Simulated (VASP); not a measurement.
A run of VASP 6.6.1 is set up as follows.

Contents of INCAR:

```
  ALGO = Normal
  EDIFF = 1E-6
  ENCUT = 520
  GGA = PE
  ISIF = 2
  ISMEAR = -1
  LASPH = T
  LCHARG = T
  LELF = T
  LREAL = F
  LVHAR = T
  LWAVE = F
  NBANDS = 8
  NELM = 80
  PREC = Accurate
  SIGMA = 0.05
```

The input KPOINTS:

```
k-points
0
Gamma
  18 18 18
```

POSCAR

```
Al
1.0
    0.0000000000      1.4888441880      1.4888441880
    1.4888441880      0.0000000000      1.4888441880
    1.4888441880      1.4888441880      0.0000000000
Al
1
Direct
    0.0000000000      0.0000000000      0.0000000000
```

Potentials or basis: VASP PAW PBE potentials, release 64 (Al).

Run with:

```bash
$ cat potpaw_PBE.64/Al/POTCAR > POTCAR
$ mpirun -np 1 vasp_std > vasp.out
```

(1) Estimate the pressure.

## Answers

(1) 473.4 GPa.
